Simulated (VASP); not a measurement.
Wanted: the native input for a VASP 6.6.1 run.

```yaml
Task: single point
Functional: PBEsol
Potentials_or_basis: VASP PAW PBE potentials, release 64 (Sn_d, O)
Cutoff: 520 eV
k_mesh: 10 × 6 × 8
Occupations: fermi-dirac, width 0.02 eV
Spin: no spin polarisation
Dipole_correction: no
Further_INCAR_settings: ALGO = Normal; EDIFF = 1e-07; NBANDS = 28
```

The structure of SnO lies in POSCAR:

```
SnO
1.0
    3.3550050000      0.0000000000      0.0000000000
    0.0000000000      5.6741040000      0.0000000000
    0.0000000000      0.0000000000      4.2219700000
Sn O
2 2
Direct
    0.5000000000      0.7680910000      0.0131440000
    0.0000000000      0.2319090000      0.5131440000
    0.5000000000      0.1087500000      0.2368570000
    0.0000000000      0.8912500000      0.7368570000
```

One way to write it, as run:

INCAR

```
SYSTEM = SnO
PREC = Accurate
ENCUT = 520
EDIFF = 1E-7
ISMEAR = -1
SIGMA = 0.02
LREAL = .False.
LASPH = .True.
NELM = 100
ALGO = Normal
ISIF = 2
LWAVE = .False.
LCHARG = .False.
GGA = PS
NBANDS = 28
```

KPOINTS

```
regular mesh
0
Gamma
  10 6 8
  0 0 0
```

Potentials or basis: VASP PAW PBE potentials, release 64 (Sn_d, O).

Command:

```sh
$ cat potpaw_PBE.64/Sn_d/POTCAR potpaw_PBE.64/O/POTCAR > POTCAR
$ mpirun -np 1 vasp_std > vasp.out
```

Results of the run:

* Pressure: -2.9 GPa
* Largest force: 0.349 eV/Å
* Band gap on the k mesh: 1.29 eV (least direct gap 1.92 eV)

Caveat: the PAW data sets were made with another functional, which shifts forces and pressure a little; spin-orbit coupling is left out, which moves the levels of the heavy elements.

Wall time 2.5 min on 1 thread of Intel(R) Xeon(R) 6975P-C (Granite Rapids), with other jobs on the host, peak memory 0.33 GiB.
